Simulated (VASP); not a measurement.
Crystal: Y2S.

```
Y S
1.0
     4.93327    0.00000    0.00000
     0.00000    4.93327    0.00000
     0.00000    0.00000    3.48835
Y S
2 1
Cartesian
  0.0000 2.4666 0.0000
  2.4666 0.0000 0.0000
  2.4666 2.4666 1.7442
```

This cell differs from its parent crystal: atoms taken out.

| Property | Result |
| --- | --- |
| Program | VASP 6.6.1 |
| Task | relaxation of cell and atoms |
| Functional | PBE |
| Potentials or basis | VASP PAW PBE potentials, release 64 (Y_sv, S) |
| Cutoff | 600 eV |
| k mesh | 4 × 4 × 6 |
| Occupations | gaussian, width 0.1 eV |
| Spin | no spin polarisation |

At the start: pressure -6.3 GPa; volume 28.30 Å³/atom.

Problem. How do energy, volume and symmetry change on relaxing?

Solution. Over 5 steps the energy falls by 105.7 meV/atom and the volume is 24.50 Å³/atom (-13.4 %); space group P4/mmm (No. 123, to 0.1 Å) before and after.

The path:
```
step  energy change (eV)  largest force (eV/Å)  pressure (GPa)  volume (Å³)
   1              0.0000                0.0000           -6.30        84.90
   2             -0.2916                0.0000            1.66        71.91
   3             -0.2958                0.0000            0.58        73.10
   4             -0.3149                0.0000            0.30        73.36
   5             -0.3172                0.0000            0.16        73.50
```

Final structure:
```
CELL_PARAMETERS angstrom
4.58018 0.00000 0.00000
0.00000 4.58018 0.00000
0.00000 0.00000 3.50376
ATOMIC_POSITIONS crystal
Y 0.00000 0.50000 0.00000
Y 0.50000 0.00000 0.00000
S 0.50000 0.50000 0.50000
```

Caveat: the cell differs from its parent crystal (atoms taken out).
